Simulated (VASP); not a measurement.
# YGa3As2 (P-4m2) in VASP: further runs, part 2 of 2

VASP 6.6.1. Earlier steps stand in the parts before.

### Step 4. Relaxation of cell and atoms, PBE

File INCAR:

```
SYSTEM = YGa3As2
  PREC = Accurate
  ENCUT = 600
  EDIFF = 1E-6
  ISMEAR = 0
  SIGMA = 0.1
  LREAL = .False.
  LASPH = .True.
  NELM = 60
  ALGO = Fast
  ISIF = 3
  LWAVE = .False.
  LCHARG = .False.
  GGA = PE
  IBRION = 2
  NSW = 90
  EDIFFG = -0.04
```

File KPOINTS:

```
Automatic mesh
0
Gamma
  4 4 4
  0 0 0
```

File POSCAR:

```
YGa3As2
1.0
    4.3723391900      0.0000000000      0.0000000000
    0.0000000000      4.3723391900      0.0000000000
    0.0000000000      0.0000000000      6.1834213800
Y Ga As
1 3 2
Direct
    0.5000000000      0.5000000000      0.0000000000
    0.0000000000      0.0000000000      0.0000000000
    0.5000000000      0.5000000000      0.5000000000
    0.0000000000      0.0000000000      0.5000000000
    0.5000000000      0.0000000000      0.7500000000
    0.0000000000      0.5000000000      0.2500000000
```

Launch:

```console
cat potpaw_PBE.64/Y_sv/POTCAR potpaw_PBE.64/Ga_d/POTCAR potpaw_PBE.64/As/POTCAR > POTCAR
mpirun -np 1 vasp_std > vasp.out
```

Wall time 21 min (1 thread of Intel Xeon 6975P-C (Granite Rapids), shared host); peak memory 0.35 GiB.

Results (log left out):

* Free energy: -25.8409 eV
* Relaxed volume: 24.91 Å³/atom
* Relaxed cell: a = 4.376 Å, b = 4.376 Å, c = 7.805 Å, α = 90.00°, β = 90.00°, γ = 90.00°
* Space group after relaxing (to 0.05 Å): P-4m2 (No. 115)
* Energy gained by relaxing: 249.9 meV/atom
* Ionic steps: 22
* Pressure after relaxing: 0.1 GPa
* Largest force after relaxing: 0.023 eV/Å
* Band gap on the k mesh: zero (band 30 reaches 4.36 eV, above the bottom of band 31 at 2.83 eV)

Forces in eV/Å, atoms in the order of the input:
```
Y    0.000  0.000  0.000
Ga   0.000  0.000  0.000
Ga   0.000  0.000  0.000
Ga   0.000  0.000  0.000
As   0.000  0.000  0.023
As   0.000  0.000 -0.023
```

Stress tensor (GPa, compression positive):
```
-0.02  0.00  0.00
 0.00 -0.02  0.00
 0.00  0.00  0.22
```

The path:
| step | energy change (eV) | largest force (eV/Å) | pressure (GPa) | volume (Å³) |
| --- | --- | --- | --- | --- |
| 1 | 0.0000 | 1.5482 | 14.47 | 118.21 |
| 2 | -1.1673 | 0.2302 | -1.04 | 151.34 |
| 3 | -1.1823 | 0.1149 | 0.14 | 146.98 |
| 4 | -1.1823 | 0.1321 | -0.04 | 147.60 |
| 5 | -1.1907 | 0.1424 | -0.05 | 147.86 |
| 6 | -1.2204 | 0.1957 | -0.09 | 148.61 |
| 7 | -1.2984 | 0.2526 | -0.30 | 149.90 |
| 8 | -1.4453 | 0.2848 | -1.04 | 151.70 |
| 9 | -1.1928 | 0.2977 | -1.26 | 152.42 |
| 10 | -1.4700 | 0.2493 | -1.15 | 152.02 |
| 11 | -1.4810 | 0.2124 | -0.91 | 151.05 |
| 12 | -1.4915 | 0.1365 | -0.37 | 149.03 |
| 13 | -1.4916 | 0.1296 | -0.36 | 148.85 |
| 14 | -1.4939 | 0.1112 | -0.18 | 148.49 |
| 15 | -1.4958 | 0.0776 | 0.12 | 147.83 |
| 16 | -1.4958 | 0.0753 | 0.15 | 147.78 |
| 17 | -1.4965 | 0.0739 | 0.13 | 148.02 |
| 18 | -1.4978 | 0.0708 | 0.00 | 148.75 |
| 19 | -1.4982 | 0.0656 | -0.22 | 150.20 |
| 20 | -1.4984 | 0.0670 | -0.13 | 149.70 |
| 21 | -1.4991 | 0.0442 | -0.04 | 149.58 |
| 22 | -1.4995 | 0.0229 | 0.06 | 149.47 |

Final structure:
```xyz
6
Lattice="4.3760 0.0000 0.0000 0.0000 4.3760 0.0000 0.0000 0.0000 7.8053" Properties=species:S:1:pos:R:3 pbc="T T T"
Y     2.1880    2.1880    0.0000
Ga    0.0000    0.0000    0.0000
Ga    2.1880    2.1880    3.9026
Ga    0.0000    0.0000    3.9026
As    2.1880    0.0000    6.0035
As    4.3760    2.1880    1.8018
```

Levels at points of the mesh, in eV from the Fermi level:
```csv
k point,band 28,band 29,band 30,band 31,band 32,band 33
"(0.00, 0.00, 0.00)",-1.91,-1.91,-0.09,0.59,0.59,1.53
"(0.50, 0.00, 0.00)",-1.23,-1.04,-0.82,0.74,0.98,1.62
"(0.50, 0.50, 0.00)",-2.74,-1.49,-1.05,-1.05,1.61,1.61
"(0.00, 0.00, 0.50)",-1.95,-0.95,-0.87,0.37,0.79,0.82
"(0.50, 0.00, 0.50)",-2.31,-1.87,0.48,1.24,1.34,1.55
"(0.50, 0.50, 0.50)",-1.66,-0.89,-0.43,-0.03,-0.03,0.21
```

Caveat: the volume moved by over 15 % at a fixed basis, so the end points are rough.

### Step 5. Single point, PBE

This run uses another cell than the first one, of 23.38 Å³/atom, 1.187 times its volume.

File INCAR:

```
ALGO = Fast ; EDIFF = 1E-6
ENCUT = 520 ; GGA = PE
ISIF = 2 ; ISMEAR = 0
LASPH = True ; LCHARG = False
LREAL = False ; LWAVE = False
NBANDS = 39 ; NELM = 80
PREC = Accurate ; SIGMA = 0.1
```

File KPOINTS:

```
k-points
0
Gamma
  10 10 6
```

File POSCAR:

```
YGa3As2
1.0
    4.3936783523      0.0000000000      0.0000000000
    0.0000000000      4.3936783523      0.0000000000
    0.0000000000      0.0000000000      7.2671388438
Y Ga As
1 3 2
Direct
    0.5000000000      0.5000000000      0.0000000000
    0.0000000000      0.0000000000      0.0000000000
    0.5000000000      0.5000000000      0.5000000000
    0.0000000000      0.0000000000      0.5000000000
    0.5000000000      0.0000000000      0.7109495622
    0.0000000000      0.5000000000      0.2890504378
```

Launch:

```console
cat potpaw_PBE.64/Y_sv/POTCAR potpaw_PBE.64/Ga_d/POTCAR potpaw_PBE.64/As/POTCAR > POTCAR
mpirun -np 1 vasp_std > vasp.out
```

It took 7.8 min on 1 thread of Intel Xeon 6975P-C (Granite Rapids), shared host; peak memory 0.57 GiB.

Results (log left out):

| Item | Value |
| --- | --- |
| Free energy | -25.6887 eV |
| Pressure | 0.1 GPa |
| Largest force | 0.022 eV/Å |
| Band gap on the k mesh | zero (band 30 reaches 4.71 eV, above the bottom of band 31 at 4.32 eV) |

Forces on the atoms (eV/Å):
```
Y    0.000  0.000  0.000
Ga   0.000  0.000  0.000
Ga   0.000  0.000  0.000
Ga   0.000  0.000  0.000
As   0.000  0.000  0.022
As   0.000  0.000 -0.022
```

Levels at points of the mesh, in eV from the Fermi level:
```csv
k point,band 26,band 27,band 28,band 29,band 30,band 31,band 32,band 33,band 34,band 35
"(0.00, 0.00, 0.00)",-3.03,-2.56,-2.02,-2.02,-0.85,1.08,1.15,1.15,1.33,2.08
"(0.50, 0.00, 0.00)",-2.63,-2.61,-1.09,-1.05,-0.37,-0.15,0.02,1.34,2.00,2.49
"(0.50, 0.50, 0.00)",-4.07,-3.92,-3.59,-0.82,-0.82,-0.12,2.46,2.46,2.71,2.99
"(0.00, 0.00, 0.50)",-3.08,-1.97,-1.97,-0.77,-0.06,-0.05,0.31,1.36,1.36,1.86
"(0.50, 0.00, 0.50)",-3.23,-2.66,-2.56,-1.67,-0.30,0.02,0.59,1.97,2.16,2.69
"(0.50, 0.50, 0.50)",-4.14,-4.14,-1.83,-0.13,0.01,0.01,1.03,1.03,1.08,2.60
```

### Step 6. Overview

| task | cell | k mesh | cutoff (eV) | gap on the mesh (eV) | pressure (GPa) | largest force (eV/Å) |
| --- | --- | --- | --- | --- | --- | --- |
| single point | a = 4.372, b = 4.372, c = 6.183 Å, 6 atoms | 4 × 4 × 4 | 520 | none | 14.5 | 1.55 |
| single point | a = 4.346, b = 4.346, c = 7.367 Å, 6 atoms | 4 × 4 × 4 | 520 | none | 0.3 | 0.06 |
| relaxation of cell and atoms | relaxed from a = 4.372, b = 4.372, c = 6.183 Å, 6 atoms | 4 × 4 × 4 | 600 | none | 0.1 | 0.02 |
| single point | a = 4.394, b = 4.394, c = 7.267 Å, 6 atoms | 10 × 10 × 6 | 520 | none | 0.1 | 0.02 |

Alike in all rows: level PBE; potentials or basis VASP PAW PBE potentials, release 64 (Y_sv, Ga_d, As); no spin polarisation; smearing gaussian 0.1 eV.

Caveats: some runs use coarse meshes; forces of over 1 eV/Å act on the atoms, so gaps and moduli don't describe the material at rest (some runs); the volume moved by over 15 % at a fixed basis, so the end points are rough (some runs).

Total energies depend on the potentials used, so only differences within one code and one set of settings carry meaning.
